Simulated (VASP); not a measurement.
# ZnS (P6_3mc) in VASP: electric field gradients with PBE

Aim: the electric field gradients of ZnS with PBE.

Program: VASP 6.6.1. These are calculated values, not measurements. Logs are shortened: lines on timing, memory, paths and dates and some standing lists are left out, and cuts for length are marked.

### 1 The cell of the first run

The structure is hexagonal, space group P6_3mc (No. 186). Conventional cell: a = 3.807 Å, b = 3.807 Å, c = 31.142 Å, α = 90.00°, β = 90.00°, γ = 120.00°. Zn (site symmetry 3m) has 4 S at 2.33 Å within 3.1 Å. Zn (site symmetry 3m) has 4 S at 2.33 Å within 3.1 Å. Within 3.1 Å of Zn (site symmetry 3m) lie 4 S at 2.33 to 2.34 Å. Zn (site symmetry 3m) has 4 S at 2.33 Å within 3.1 Å. Zn (site symmetry 3m) has 4 S at 2.33 Å within 3.1 Å. S (site symmetry 3m) has 4 Zn at 2.33 Å within 3.1 Å. S (site symmetry 3m) has 4 Zn at 2.33 Å within 3.1 Å. S (site symmetry 3m) has 4 Zn at 2.33 Å within 3.1 Å.

### 2 Electric field gradients, PBE

The input, INCAR:

```
SYSTEM = ZnS
ALGO = Normal ; EDIFF = 1E-8
ENCUT = 520 ; GGA = PE
ISIF = 2 ; ISMEAR = -1
LASPH = .TRUE. ; LCHARG = .FALSE.
LEFG = .TRUE. ; LREAL = Auto
LWAVE = .FALSE. ; NBANDS = 106
NELM = 80 ; PREC = Accurate
SIGMA = 0.02
```

The input, KPOINTS:

```
k-points
0
G
  8 8 1
  0 0 0
```

The input, POSCAR:

```
ZnS
1.0
    3.8073155943      0.0000000000      0.0000000000
   -1.9036577972      3.2972320249      0.0000000000
    0.0000000000      0.0000000000     31.1424028400
Zn S
10 10
Direct
    0.6666666667      0.3333333333      0.2000337500
    0.0000000000      0.0000000000      0.7999734800
    0.6666666667      0.3333333333      0.9000316000
    0.3333333333      0.6666666667      0.7000337500
    0.3333333333      0.6666666667      0.1000484500
    0.6666666667      0.3333333333      0.6000484500
    0.0000000000      0.0000000000      0.0001010500
    0.3333333333      0.6666666667      0.4000316000
    0.0000000000      0.0000000000      0.2999734800
    0.0000000000      0.0000000000      0.5001010500
    0.6666666667      0.3333333333      0.2749385300
    0.0000000000      0.0000000000      0.0749888200
    0.6666666667      0.3333333333      0.6749697500
    0.0000000000      0.0000000000      0.8748569200
    0.3333333333      0.6666666667      0.7749385300
    0.0000000000      0.0000000000      0.5749888200
    0.3333333333      0.6666666667      0.1749697500
    0.3333333333      0.6666666667      0.4750556600
    0.6666666667      0.3333333333      0.9750556600
    0.0000000000      0.0000000000      0.3748569200
```

Potentials or basis: VASP PAW PBE potentials, release 64 (Zn, S).

Run with:

```console
cat potpaw_PBE.64/Zn/POTCAR potpaw_PBE.64/S/POTCAR > POTCAR
mpirun -np 1 vasp_std > vasp.out
```

OUTCAR:

```text
SYSTEM = ZnS
   EDIFF = 1E-8
   ENCUT = 520
   GGA = PE
   ISIF = 2
   ISMEAR = -1
   LASPH = .TRUE.
   LREAL = Auto
   NELM = 80
   PREC = Accurate

 ion  position               nearest neighbor table
   1  0.667  0.333  0.200-  17 2.33  17 2.33  17 2.33  11 2.33
   2  0.000  0.000  0.800-  14 2.33  15 2.33  15 2.33  15 2.33
   3  0.667  0.333  0.900-  14 2.33  14 2.33  14 2.33  19 2.34
   4  0.333  0.667  0.700-  13 2.33  13 2.33  13 2.33  15 2.33
   5  0.333  0.667  0.100-  12 2.33  12 2.33  12 2.33  17 2.33
   6  0.667  0.333  0.600-  16 2.33  16 2.33  16 2.33  13 2.33
[... 12 lines left out ...]
  19  0.667  0.333  0.975-   7 2.33   7 2.33   7 2.33   3 2.34
  20  0.000  0.000  0.375-   9 2.33   8 2.33   8 2.33   8 2.33

  LATTYP: Found a hexagonal cell.
 ALAT       =     3.8073155943
 C/A-ratio  =     8.1796221166

  Lattice vectors:

 A1 = (   3.8073155943,   0.0000000000,   0.0000000000)
 A2 = (  -1.9036577972,   3.2972320249,   0.0000000000)
 A3 = (   0.0000000000,   0.0000000000,  31.1424028400)

Analysis of symmetry for initial positions (statically):
=====================================================================
 Subroutine PRICEL returns:
 Original cell was already a primitive cell.

 Routine SETGRP: Setting up the symmetry group for a
 hexagonal supercell.

 Subroutine GETGRP returns: Found 12 space group operations
 (whereof  6 operations were pure point group operations)
 out of a pool of 24 trial point group operations.

The static configuration has the point symmetry C_3v.
 The point group associated with its full space group is C_6v.

Analysis of symmetry for dynamics (positions and initial velocities):
=====================================================================
 Subroutine PRICEL returns:
 Original cell was already a primitive cell.

 Routine SETGRP: Setting up the symmetry group for a
 hexagonal supercell.

 Subroutine GETGRP returns: Found 12 space group operations
 (whereof  6 operations were pure point group operations)
 out of a pool of 24 trial point group operations.

The dynamic configuration has the point symmetry C_3v.
 The point group associated with its full space group is C_6v.

 Subroutine INISYM returns: Found 12 space group operations
 (whereof  6 operations are pure point group operations),
 and found     1 'primitive' translations

----------------------------------------------------------------------------------------

                                     Primitive cell

  volume of cell :     390.9494

  direct lattice vectors                    reciprocal lattice vectors
     3.807315594  0.000000000  0.000000000     0.262652248  0.151642346  0.000000000
    -1.903657797  3.297232025  0.000000000     0.000000000  0.303284692  0.000000000
     0.000000000  0.000000000 31.142402840     0.000000000  0.000000000  0.032110560

  length of vectors
     3.807315594  3.807315594 31.142402840     0.303284692  0.303284692  0.032110560

  position of ions in fractional coordinates (direct lattice)
     0.666666667  0.333333333  0.200033750
     0.000000000  0.000000000  0.799973480
     0.666666667  0.333333333  0.900031600
     0.333333333  0.666666667  0.700033750
     0.333333333  0.666666667  0.100048450
     0.666666667  0.333333333  0.600048450
[... 12 lines left out ...]
     0.666666667  0.333333333  0.975055660
     0.000000000  0.000000000  0.374856920

  ion indices of the primitive-cell ions
   primitive index   ion index
                 1           1
                 2           2
                 3           3
                 4           4
                 5           5
                 6           6
[... 12 lines left out ...]
                19          19
                20          20

----------------------------------------------------------------------------------------
[... 56 lines left out ...]
   LREAL  =      T    real-space projection
   EDIFFG = 0.1E-06   stopping-criterion for IOM
   NSW    =      0    number of steps for IOM
   IBRION =     -1    ionic relax: 0-MD 1-quasi-New 2-CG
   NFREE  =      0    steps in history (QN), initial steepest desc. (CG)
   ISIF   =      2    stress and relaxation
   ISYM   =      2    0-nonsym 1-usesym 2-fastsym
   POTIM  = 0.5000    time-step for ionic-motion
   TEBEG  =    0.0;   TEEND  =   0.0 temperature during run
   PSTRESS=    0.0 pullay stress
   NELECT =     180.0000    total number of electrons
   NUPDOWN=      -1.0000    fix difference up-down
   EMIN   =  10.00;   EMAX   =-10.00  energy-range for DOS
   EFERMI =   0.00;   METHOD = LEGACY
   ISMEAR =    -1;   SIGMA  =   0.02  broadening in eV -4-tet -1-fermi 0-gaus
   EFERMI_NEDOS =   21; number of points for ismear=-14 and -15
   IALGO  =     38    algorithm
   IMIX   =      4    mixing-type and parameters
     AMIX     =   0.40;   BMIX     =  1.00
     AMIX_MAG =   1.60;   BMIX_MAG =  1.00
  volume/ion in A,a.u.               =      19.55       131.91
  Fermi-wavevector in a.u.,A,eV,Ry     =   1.264131  2.388862 21.742488  1.598028
  Thomas-Fermi vector in A             =   2.397452
   LORBIT       =      0    0 simple, 1 ext, 2 COOP (PROOUT), +10 PAW based schemes
   GGA     = PE    functional components
   LHFCALC =     F    Hartree Fock is set to
   AEXX    =    0.0000 exact exchange contribution
   IVDW    =     0    specifies the selected vdW correction
   LEPSILON=     F    determine dielectric tensor
   LRPA    =     F    only Hartree local field effects (RPA)
 non-spin polarized calculation
  energy-cutoff  :      520.00
  volume of cell :      390.95
 maximum number of plane-waves:     10571
   NGX = 15   NGY = 15   NGZ =115

 number of electron     179.9999925 magnetization

 Free energy of the ion-electron system (eV)
  ---------------------------------------------------
  ext. energy  EPLUGINS =         0.00000000
  ---------------------------------------------------
  free energy    TOTEN  =       -68.41982210 eV

  energy without entropy =      -68.41982210  energy(sigma->0) =      -68.41982210

 E-fermi :   2.6498     XC(G=0):  -9.6718

 val. band max:        2.1979918844   @ k =   0.0000   0.0000   0.0000
 cond. band min:       4.3643317831   @ k =   0.0000   0.0000   0.0000
 fundamental gap:      2.1663398986
 Fermi energy:         2.6498313067

 k-point     1 :       0.0000    0.0000    0.0000
  band No.  band energies     occupation
      1     -11.0140      2.00000
      2     -10.9400      2.00000
      3     -10.9344      2.00000
      4     -10.7269      2.00000
      5     -10.7234      2.00000
      6     -10.4392      2.00000
[... 1039 lines left out ...]
    101       7.9680      0.00000
    102       8.0313      0.00000
 [bands above 102 left out]

------------------------ aborting loop because EDIFF is reached ----------------------------------------

  FORCE on cell =-STRESS in cart. coord.  units (eV):
  Direction    XX          YY          ZZ          XY          YZ          ZX
  --------------------------------------------------------------------------------------
  -------------------------------------------------------------------------------------
  Total        6.0849442      6.0849442      5.9673822     -0.0000000      0.0000000      0.0000000
  in kB       24.9371418     24.9371418     24.4553529     -0.0000000      0.0000000      0.0000000
  external PRESSURE =      24.7765455 kB  Pullay stress =       0.0000000 kB

 VOLUME and BASIS-vectors are now :
 -----------------------------------------------------------------------------
  energy-cutoff  :      520.00
  volume of cell :      390.95
      direct lattice vectors                 reciprocal lattice vectors
     3.807315594  0.000000000  0.000000000     0.262652248  0.151642346  0.000000000
    -1.903657797  3.297232025  0.000000000     0.000000000  0.303284692  0.000000000
     0.000000000  0.000000000 31.142402840     0.000000000  0.000000000  0.032110560

 POSITION                                       TOTAL-FORCE (eV/Angst)
 -----------------------------------------------------------------------------------
      1.90366      1.09908      6.22953         0.000000     -0.000000     -0.005387
      0.00000      0.00000     24.91310        -0.000000      0.000000     -0.005737
      1.90366      1.09908     28.02915         0.000000      0.000000     -0.002348
     -0.00000      2.19815     21.80073         0.000000      0.000000     -0.005387
     -0.00000      2.19815      3.11575        -0.000000     -0.000000     -0.001570
      1.90366      1.09908     18.68695         0.000000      0.000000     -0.001570
[... 12 lines left out ...]
      1.90366      1.09908     30.36558         0.000000      0.000000     -0.000403
      0.00000      0.00000     11.67395        -0.000000      0.000000      0.000176
 -----------------------------------------------------------------------------------
    total drift:                               -0.000004     -0.000006      0.001480

  FREE ENERGIE OF THE ION-ELECTRON SYSTEM (eV)
  ---------------------------------------------------
  free  energy   TOTEN  =       -68.4198220963 eV

  energy  without entropy=      -68.4198220963  energy(sigma->0) =      -68.41982210

 Electric field gradients (V/A^2)
---------------------------------------------------------------------
 ion       V_xx      V_yy      V_zz      V_xy      V_xz      V_yz
---------------------------------------------------------------------
   1      -0.008    -0.002     0.010     0.006     0.000    -0.000
   2      -0.070    -0.069     0.139     0.001    -0.000     0.000
   3       0.400     0.406    -0.806     0.006    -0.000     0.000
   4      -0.008    -0.002     0.010     0.006    -0.000     0.000
   5      -0.066    -0.059     0.125     0.006     0.000    -0.000
   6      -0.066    -0.059     0.125     0.006    -0.000     0.000
[... 12 lines left out ...]
  19      -1.059    -1.060     2.119    -0.000     0.000    -0.000
  20      -0.622    -0.621     1.242     0.001     0.000    -0.000
---------------------------------------------------------------------

 Electric field gradients after diagonalization (V/A^2)
 (convention: |V_zz| > |V_xx| > |V_yy|)
----------------------------------------------------------------------
 ion       V_xx      V_yy      V_zz     asymmetry (V_yy - V_xx)/ V_zz
----------------------------------------------------------------------
   1       0.010     0.001    -0.011       0.739
   2      -0.070    -0.068     0.139       0.012
   3       0.409     0.396    -0.806       0.016
   4       0.010     0.001    -0.011       0.739
   5      -0.069    -0.056     0.125       0.103
   6      -0.069    -0.056     0.125       0.103
[... 12 lines left out ...]
  19      -1.060    -1.059     2.119       0.001
  20      -0.622    -0.621     1.242       0.001
----------------------------------------------------------------------

           NMR quadrupolar parameters

 Cq : quadrupolar parameter    Cq=e*Q*V_zz/h
 eta: asymmetry parameters     (V_yy - V_xx)/ V_zz
 Q  : nuclear electric quadrupole moment in mb (millibarn)
----------------------------------------------------------------------
 ion       Cq(MHz)       eta       Q (mb)
----------------------------------------------------------------------
   1      -0.000       0.739       1.000
   2       0.000       0.012       1.000
   3      -0.002       0.016       1.000
   4      -0.000       0.739       1.000
   5       0.000       0.103       1.000
   6       0.000       0.103       1.000
[... 12 lines left out ...]
  19       0.005       0.001       1.000
  20       0.003       0.001       1.000
----------------------------------------------------------------------
```

It took 53 min on 1 thread of Intel Xeon 8259CL, shared host; peak memory 0.6 GiB.

Results:

```yaml
Free_energy: -68.4198 eV
Pressure: 2.5 GPa
Largest_force: 0.006 eV/Å
Band_gap_on_the_k_mesh: 2.17 eV
Largest_electric_field_gradient_by_atom: Zn -0.0, +0.1, -0.8, +0.5 (each value once); S +0.5, +0.6, +1.2, +2.1 (each value once) V/Å²
```

Forces in eV/Å, atoms in the order of the input:
```
Zn   0.000  0.000 -0.005
Zn   0.000  0.000 -0.006
Zn   0.000  0.000 -0.002
Zn   0.000  0.000 -0.005
Zn   0.000  0.000 -0.002
Zn   0.000  0.000 -0.002
Zn   0.000  0.000  0.005
Zn   0.000  0.000 -0.002
Zn   0.000  0.000 -0.006
Zn   0.000  0.000  0.005
S    0.000  0.000  0.003
S    0.000  0.000  0.005
S    0.000  0.000  0.002
S    0.000  0.000  0.000
S    0.000  0.000  0.003
S    0.000  0.000  0.005
S    0.000  0.000  0.002
S    0.000  0.000  0.000
S    0.000  0.000  0.000
S    0.000  0.000  0.000
```

Levels at points of the mesh, in eV from the valence-band top:
```csv
k point,band 88,band 89,band 90,band 91,band 92,band 93
"(0.00, 0.00, 0.00)",-0.02,0.00,0.00,2.17,2.76,2.81
"(0.50, 0.00, 0.00)",-1.03,-1.01,-0.88,3.36,3.45,3.47
```

Electric field gradients, principal values (V/Å²):
| atom | least | middle | greatest (by size) |
| --- | --- | --- | --- |
| 1 Zn | 0.001 | 0.010 | -0.011 |
| 2 Zn | -0.068 | -0.070 | 0.139 |
| 3 Zn | 0.396 | 0.409 | -0.806 |
| 4 Zn | 0.001 | 0.010 | -0.011 |
| 5 Zn | -0.056 | -0.069 | 0.125 |
| 6 Zn | -0.056 | -0.069 | 0.125 |
| 7 Zn | -0.267 | -0.269 | 0.536 |
| 8 Zn | 0.396 | 0.409 | -0.806 |
| 9 Zn | -0.068 | -0.070 | 0.139 |
| 10 Zn | -0.267 | -0.269 | 0.536 |
| 11 S | -0.246 | -0.247 | 0.494 |
| 12 S | -0.316 | -0.317 | 0.633 |
| 13 S | -0.292 | -0.293 | 0.585 |
| 14 S | -0.621 | -0.622 | 1.242 |
| 15 S | -0.246 | -0.247 | 0.494 |
| 16 S | -0.316 | -0.317 | 0.633 |
| 17 S | -0.292 | -0.293 | 0.585 |
| 18 S | -1.059 | -1.060 | 2.119 |
| 19 S | -1.059 | -1.060 | 2.119 |
| 20 S | -0.621 | -0.622 | 1.242 |

Caveat: without QUAD_EFG the Cq values of the log hold for a quadrupole moment of 1 mb, not for the nuclei.
